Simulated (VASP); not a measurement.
# Be3TeSe2 (I4mm) in VASP: single point with PBE

Aim: the single point of Be3TeSe2 with PBE.

Program: VASP 6.6.1. These are calculated values, not measurements. Logs are shortened: lines on timing, memory, paths and dates and some standing lists are left out, and cuts for length are marked.

## (1) The cell of the first run

It takes space group I4mm (No. 107, tetragonal). The conventional cell has a = 5.159 Å, b = 5.159 Å, c = 8.956 Å, α = 90.00°, β = 90.00°, γ = 90.00°. Within 3.0 Å of Be (site symmetry 2mm) lie 2 Se at 2.23 to 2.25 Å and 2 Te at 2.58 Å. Within 3.1 Å of Be (site symmetry 4mm) lie 1 Te at 2.34 Å and 4 Se at 2.59 Å. Within 3.1 Å of Te (site symmetry 4mm) lie 5 Be at 2.34 to 2.58 Å. Within 3.0 Å of Se (site symmetry 2mm) lie 4 Be at 2.23 to 2.59 Å.

## (2) Single point, PBE

The input, INCAR:

```
SYSTEM = Be3TeSe2
  PREC = Accurate
  ENCUT = 600
  EDIFF = 1E-6
  ISMEAR = 0
  SIGMA = 0.15
  LREAL = .FALSE.
  LASPH = .TRUE.
  NELM = 120
  ALGO = Normal
  ISIF = 2
  LWAVE = .FALSE.
  LCHARG = .FALSE.
  GGA = PE
  NBANDS = 21
  GGA_COMPAT = .FALSE.
```

The input, KPOINTS:

```
Automatic mesh
0
G
  3 3 3
  0 0 0
```

The input, POSCAR:

```
Be3TeSe2
1.0
   -2.5796438701      2.5796438701      4.4777620330
    2.5796438701     -2.5796438701      4.4777620330
    2.5796438701      2.5796438701     -4.4777620330
Be Te Se
3 1 2
Direct
    0.3581127131      0.8581127131      0.5000000000
    0.8581127131      0.3581127131      0.5000000000
    0.1292060076      0.1292060076      0.0000000000
    0.8674819983      0.8674819983      0.0000000000
    0.6088704590      0.1088704590      0.5000000000
    0.1088704590      0.6088704590      0.5000000000
```

Potentials or basis: VASP PAW PBE potentials, release 64 (Be, Te, Se).

Started as:

```console
$ cat potpaw_PBE.64/Be/POTCAR potpaw_PBE.64/Te/POTCAR potpaw_PBE.64/Se/POTCAR > POTCAR
$ mpirun -np 1 vasp_std > vasp.out
```

OUTCAR:

```text
SYSTEM = Be3TeSe2
   PREC = Accurate
   ENCUT = 600
   EDIFF = 1E-6
   ISMEAR = 0
   LREAL = .FALSE.
   LASPH = .TRUE.
   NELM = 120
   ISIF = 2
   GGA = PE

 ion  position               nearest neighbor table
   1  0.358  0.858  0.500-   6 2.23   5 2.25   4 2.58   4 2.58
   2  0.858  0.358  0.500-   5 2.23   6 2.25   4 2.58   4 2.58
   3  0.129  0.129  0.000-   4 2.34   5 2.59   6 2.59   6 2.59   5 2.59
   4  0.867  0.867  0.000-   3 2.34   2 2.58   1 2.58   2 2.58   1 2.58
   5  0.609  0.109  0.500-   2 2.23   1 2.25   3 2.59   3 2.59
   6  0.109  0.609  0.500-   1 2.23   2 2.25   3 2.59   3 2.59

  LATTYP: Found a body centered tetragonal cell.
 ALAT       =     5.1592877402
 C/A-ratio  =     1.7358062812

  Lattice vectors:

 A1 = (  -2.5796438701,   2.5796438701,   4.4777620330)
 A2 = (   2.5796438701,  -2.5796438701,   4.4777620330)
 A3 = (   2.5796438701,   2.5796438701,  -4.4777620330)

Analysis of symmetry for initial positions (statically):
=====================================================================
 Subroutine PRICEL returns:
 Original cell was already a primitive cell.

 Routine SETGRP: Setting up the symmetry group for a
 body centered tetragonal supercell.

 Subroutine GETGRP returns: Found  8 space group operations
 (whereof  8 operations were pure point group operations)
 out of a pool of 16 trial point group operations.

The static configuration has the point symmetry C_4v.

Analysis of symmetry for dynamics (positions and initial velocities):
=====================================================================
 Subroutine PRICEL returns:
 Original cell was already a primitive cell.

 Routine SETGRP: Setting up the symmetry group for a
 body centered tetragonal supercell.

 Subroutine GETGRP returns: Found  8 space group operations
 (whereof  8 operations were pure point group operations)
 out of a pool of 16 trial point group operations.

The dynamic configuration has the point symmetry C_4v.

 Subroutine INISYM returns: Found  8 space group operations
 (whereof  8 operations are pure point group operations),
 and found     1 'primitive' translations

----------------------------------------------------------------------------------------

                                     Primitive cell

  volume of cell :     119.1902

  direct lattice vectors                    reciprocal lattice vectors
[... 78 lines left out ...]
   EDIFFG = 0.1E-04   stopping-criterion for IOM
   NSW    =      0    number of steps for IOM
   IBRION =     -1    ionic relax: 0-MD 1-quasi-New 2-CG
   NFREE  =      0    steps in history (QN), initial steepest desc. (CG)
   ISIF   =      2    stress and relaxation
   ISYM   =      2    0-nonsym 1-usesym 2-fastsym
   POTIM  = 0.5000    time-step for ionic-motion
   TEBEG  =    0.0;   TEEND  =   0.0 temperature during run
   PSTRESS=    0.0 pullay stress
   NELECT =      24.0000    total number of electrons
   NUPDOWN=      -1.0000    fix difference up-down
   EMIN   =  10.00;   EMAX   =-10.00  energy-range for DOS
   EFERMI =   0.00;   METHOD = LEGACY
   ISMEAR =     0;   SIGMA  =   0.15  broadening in eV -4-tet -1-fermi 0-gaus
   EFERMI_NEDOS =   21; number of points for ismear=-14 and -15
   IALGO  =     38    algorithm
   IMIX   =      4    mixing-type and parameters
     AMIX     =   0.40;   BMIX     =  1.00
     AMIX_MAG =   1.60;   BMIX_MAG =  1.00
  volume/ion in A,a.u.               =      19.87       134.06
  Fermi-wavevector in a.u.,A,eV,Ry     =   0.959544  1.813276 12.527230  0.920725
  Thomas-Fermi vector in A             =   2.088750
   LORBIT       =      0    0 simple, 1 ext, 2 COOP (PROOUT), +10 PAW based schemes
   GGA     = PE    functional components
   LHFCALC =     F    Hartree Fock is set to
   AEXX    =    0.0000 exact exchange contribution
   IVDW    =     0    specifies the selected vdW correction
   LEPSILON=     F    determine dielectric tensor
   LRPA    =     F    only Hartree local field effects (RPA)
 non-spin polarized calculation
 Gauss-broadening in eV      SIGMA  =   0.15
  energy-cutoff  :      600.00
  volume of cell :      119.19
 maximum number of plane-waves:      4057
 NGX is ok and might be reduce to    48
   NGX = 23   NGY = 23   NGZ = 23

 number of electron      24.0000001 magnetization

 Free energy of the ion-electron system (eV)
  ---------------------------------------------------
  ext. energy  EPLUGINS =         0.00000000
  ---------------------------------------------------
  free energy    TOTEN  =       -20.24091569 eV

  energy without entropy =      -20.22955618  energy(sigma->0) =      -20.23523593

 E-fermi :   4.1795     XC(G=0):  -9.1415

 val. band max:        4.1001965546   @ k =  -0.3333   0.3333   0.0000
 cond. band min:       4.8847801596   @ k =  -0.3333   0.3333   0.3333
 fundamental gap:      0.7845836050
 Fermi energy:         4.1794925030

 k-point     1 :       0.0000    0.0000    0.0000
  band No.  band energies     occupation
      1      -9.7412      2.00000
      2      -8.1201      2.00000
      3      -6.1652      2.00000
      4      -1.2544      2.00000
      5      -0.5234      2.00000
      6      -0.1748      2.00000
[... 133 lines left out ...]
     20      10.7732      0.00000
     21      10.9674      0.00000

------------------------ aborting loop because EDIFF is reached ----------------------------------------

  FORCE on cell =-STRESS in cart. coord.  units (eV):
  Direction    XX          YY          ZZ          XY          YZ          ZX
  --------------------------------------------------------------------------------------
  -------------------------------------------------------------------------------------
  Total        0.0764553      0.0764553      0.0259906      0.0000000      0.0000000      0.0000000
  in kB        1.0277270      1.0277270      0.3493707      0.0000000      0.0000000      0.0000000
  external PRESSURE =       0.8016082 kB  Pullay stress =       0.0000000 kB

 VOLUME and BASIS-vectors are now :
 -----------------------------------------------------------------------------
  energy-cutoff  :      600.00
  volume of cell :      119.19
      direct lattice vectors                 reciprocal lattice vectors
    -2.579643870  2.579643870  4.477762033     0.000000000  0.193825204  0.111662924
     2.579643870 -2.579643870  4.477762033     0.193825204  0.000000000  0.111662924
     2.579643870  2.579643870 -4.477762033     0.193825204  0.193825204  0.000000000

 POSITION                                       TOTAL-FORCE (eV/Angst)
 -----------------------------------------------------------------------------------
      2.57964      0.00000      3.20709         0.000000      0.000000      0.035385
      0.00000      2.57964      3.20709         0.000000      0.000000      0.035385
      0.00000      0.00000      1.15711        -0.000000     -0.000000      0.026488
      0.00000      0.00000      7.76876         0.000000      0.000000     -0.051545
      0.00000      2.57964      0.97499        -0.000000      0.000000     -0.022856
      2.57964      0.00000      0.97499         0.000000     -0.000000     -0.022856
 -----------------------------------------------------------------------------------
    total drift:                               -0.000000     -0.000000     -0.000064

  FREE ENERGIE OF THE ION-ELECTRON SYSTEM (eV)
  ---------------------------------------------------
  free  energy   TOTEN  =       -20.2409156865 eV

  energy  without entropy=      -20.2295561782  energy(sigma->0) =      -20.23523593
```

stdout:

```text
POSCAR found type information on POSCAR BeTeSe
 POSCAR found :  3 types and       6 ions
 scaLAPACK will be used
 LDA part: xc-table for (Slater+PW92), standard interpolation
 POSCAR, INCAR and KPOINTS ok, starting setup
 FFT: planning ... GRIDC
 FFT: planning ... GRID_SOFT
 FFT: planning ... GRID
 WAVECAR not read
 entering main loop
```

Wall time 26 s (1 thread of Intel Xeon Platinum 8488C (Sapphire Rapids), shared host); peak memory 0.32 GiB.

What came out:

```yaml
Free_energy: -20.2409 eV
Pressure: 0.1 GPa
Largest_force: 0.052 eV/Å
Band_gap_on_the_k_mesh: zero (band 12 reaches 4.10 eV, above the bottom of band 13 at 3.86 eV)
```

Forces on the atoms (eV/Å):
```
Be   0.000  0.000  0.035
Be   0.000  0.000  0.035
Be   0.000  0.000  0.026
Te   0.000  0.000 -0.052
Se   0.000  0.000 -0.023
Se   0.000  0.000 -0.023
```

Levels at points of the mesh, in eV from the Fermi level:
```csv
k point,band 9,band 10,band 11,band 12,band 13,band 14,band 15,band 16
"(0.00, 0.00, 0.00)",-3.60,-2.28,-0.95,-0.95,-0.32,1.84,4.26,4.26
```

Caveat: the k points lie up to 0.57 Å⁻¹ apart; spin-orbit coupling is left out, which moves the levels of the heavy elements.
